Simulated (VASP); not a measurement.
Input of a VASP 6.6.1 run:

File INCAR:

```
SYSTEM = Cr
PREC = Accurate
ENCUT = 520
EDIFF = 1E-7
ISMEAR = 0
SIGMA = 0.15
LREAL = .FALSE.
LASPH = .TRUE.
NELM = 100
ALGO = Fast
ISIF = 2
LWAVE = .FALSE.
LCHARG = .FALSE.
GGA = PE
NBANDS = 12
```

KPOINTS

```
Automatic mesh
0
G
  24 24 24
  0 0 0
```

POSCAR

```
Cr
1.0
   -1.4419500000      1.4419500000      1.5573060000
    1.4419500000     -1.4419500000      1.5573060000
    1.4419500000      1.4419500000     -1.5573060000
Cr
1
Direct
    0.0000000000      0.0000000000      0.0000000000
```

Potentials or basis: VASP PAW PBE potentials, release 64 (Cr_pv).

Launch:

```bash
$ cat potpaw_PBE.64/Cr_pv/POTCAR > POTCAR
$ mpirun -np 1 vasp_std > vasp.out
```

(1) Estimate the band gap on the k mesh.

(2) Estimate the pressure.

Results:

(1) zero (band 6 reaches 11.42 eV, above the bottom of band 7 at 8.91 eV).

(2) -22.6 GPa.

Caveat: the cell differs from its parent crystal (strain +0.000 along x and y, +0.080 along z); the run has no spin polarisation, though such a crystal can be magnetic.
